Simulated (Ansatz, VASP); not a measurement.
**C: VASP beside Ansatz**

```xyz
2
Lattice="0.0000 1.7793 1.7793 1.7793 0.0000 1.7793 1.7793 1.7793 0.0000" Properties=species:S:1:pos:R:3 pbc="T T T"
C     1.7793    1.7793    1.7793
C     2.6690    2.6690    2.6690
```

Alike in both runs: task single point; functional PBE; k mesh 12 × 12 × 12; occupations gaussian, width 0.02 eV; no spin polarisation.

```csv
,VASP,Ansatz
version,VASP 6.6.1,Ansatz 0.2.0
potentials or method,"VASP PAW PBE potentials, release 64 (C), cutoff 600 eV","scalar-relativistic, plane waves, PAW"
valence electrons in the cell,8,8
```

Ansatz gave:

```
gap on the k mesh at the Fermi level (eV) : 4.18
least direct gap on the mesh (eV)         : 5.61
pressure (GPa)                            : 4.8
```

Q: Estimate VASP's values.

A: gap on the k mesh at the Fermi level (eV): 4.17; least direct gap on the mesh (eV): 5.61; pressure (GPa): 4.8.
